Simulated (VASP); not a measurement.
Here is a VASP 6.6.1 calculation.

Contents of POSCAR:

```
TiOs3
1.0
    3.7811627574      0.0000000000      0.0000000000
    0.0000000000      3.7811627574      0.0000000000
    0.0000000000      0.0000000000      3.7811627574
Ti Os
1 3
Direct
    0.0000000000      0.0000000000      0.0000000000
    0.5000000000      0.5000000000      0.0000000000
    0.5000000000      0.0000000000      0.5000000000
    0.0000000000      0.5000000000      0.5000000000
```

Contents of INCAR.step1:

```
ALGO = Normal
EDIFF = 1E-4
ENCUT = 520
GGA = PE
ISMEAR = -1
LASPH = T
LCHARG = F
LREAL = F
LWAVE = T
NBANDS = 26
NELM = 80
PREC = Accurate
SIGMA = 0.1
```

INCAR.step2

```
ALGO = Normal
EDIFF = 1E-6
ENCUT = 520
ISIF = 2
ISMEAR = -1
ISTART = 1
LASPH = T
LCHARG = T
LELF = T
LMIXTAU = T
LREAL = F
LVHAR = T
LWAVE = F
METAGGA = R2SCAN
NBANDS = 26
NELM = 80
PREC = Accurate
SIGMA = 0.1
```

The input KPOINTS:

```
k-points
0
Gamma
  6 6 6
```

Potentials or basis: VASP PAW PBE potentials, release 64 (Ti_sv, Os).

The run is started by

```console
$ cat potpaw_PBE.64/Ti_sv/POTCAR potpaw_PBE.64/Os/POTCAR > POTCAR
$ cp INCAR.step1 INCAR
$ mpirun -np 1 vasp_std > vasp.out
$ cp INCAR.step2 INCAR
$ mpirun -np 1 vasp_std > vasp.out
```

**Question.** Predict the band gap on the k mesh.

**Answer.** Zero (band 18 reaches 13.05 eV, above the bottom of band 19 at 8.69 eV).

**Question.** Estimate the pressure.

**Answer.** 25.2 GPa.

Caveat: the PAW data sets were made with another functional, which shifts forces and pressure a little; spin-orbit coupling is left out, which moves the levels of the heavy elements.
